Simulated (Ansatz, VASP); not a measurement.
One calculation of Rh, two programs

```
Rh
1.0
     2.71060    0.00000    0.00000
    -1.35530    2.34745    0.00000
     0.00000    0.00000    8.84622
Rh
4
Cartesian
  1.3553 2.3475 0.0000
  1.3553 2.3475 4.4231
  0.0000 1.5650 2.2116
  1.3553 0.7825 6.6347
```

Alike in both runs: task single point; functional PBE; k mesh 18 × 18 × 5; occupations fermi-dirac, width 0.05 eV; collinear spin.

```csv
,VASP,Ansatz
version,VASP 6.6.1,Ansatz 0.2.0
potentials or method,"VASP PAW PBE potentials, release 64 (Rh_pv), cutoff 520 eV","plane waves (420 eV) with PAW, scalar-relativistic"
valence electrons in the cell,60,68
```

```csv
,VASP,Ansatz,Ansatz less VASP
net moment per atom (μB),0.00,0.00,0.000
```

The functional is the same, so the differences come from potentials, cutoffs and numerics. VASP's potentials hold 60 valence electrons a cell and Ansatz's 68, so a difference there can come from the potentials and not from the codes. Ansatz's warnings: seeded moment not kept.
